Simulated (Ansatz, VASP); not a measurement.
Two plane-wave programs on MgO

```
Mg O
1.0
     0.00000    2.10610    2.10610
     2.10610    0.00000    2.10610
     2.10610    2.10610    0.00000
Mg O
1 1
Direct
  0.00000 0.00000 0.00000
  0.50000 0.50000 0.50000
```

Alike in both runs: task single point; functional LDA; k mesh 8 × 8 × 8; occupations fermi-dirac, width 0.02 eV; no spin polarisation.

```csv
,VASP,Ansatz
version,VASP 6.6.1,Ansatz 0.2.0
potentials or method,"VASP PAW LDA potentials, release 64 (Mg_sv, O), cutoff 750 eV","PAW, plane waves, scalar-relativistic"
valence electrons in the cell,16,16
```

```csv
,VASP,Ansatz,Ansatz less VASP
pressure (GPa),-6.1,-6.1,+0.03
```

LDA's correlation is that of Perdew and Zunger in VASP and of Perdew and Wang (1992) in Ansatz.
